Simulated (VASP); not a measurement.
Here is a VASP 6.6.1 calculation.

Contents of INCAR:

```
SYSTEM = CdS
PREC = Accurate ; ENCUT = 500
EDIFF = 1E-6 ; ISMEAR = 0
SIGMA = 0.01 ; LREAL = .False.
LASPH = .True. ; NELM = 120
ALGO = Normal ; ISIF = 2
LWAVE = .False. ; LCHARG = .False.
GGA = PE ; NBANDS = 16
GGA_COMPAT = .False.
```

Contents of KPOINTS:

```
regular mesh
0
Gamma
  8 8 8
  0 0 0
```

Contents of POSCAR:

```
CdS
1.0
    0.0000000000      2.9392087882      2.9392087882
    2.9392087882      0.0000000000      2.9392087882
    2.9392087882      2.9392087882      0.0000000000
Cd S
1 1
Direct
    0.0000000000      0.0000000000      0.0000000000
    0.2500000000      0.2500000000      0.2500000000
```

Potentials or basis: VASP PAW PBE potentials, release 64 (Cd, S).

Launch:

```bash
$ cat potpaw_PBE.64/Cd/POTCAR potpaw_PBE.64/S/POTCAR > POTCAR
$ mpirun -np 1 vasp_std > vasp.out
```

(1) Estimate the band gap on the k mesh.

(2) What does it give for the pressure?

Answers

(1) 1.10 eV.

(2) 1.7 GPa.
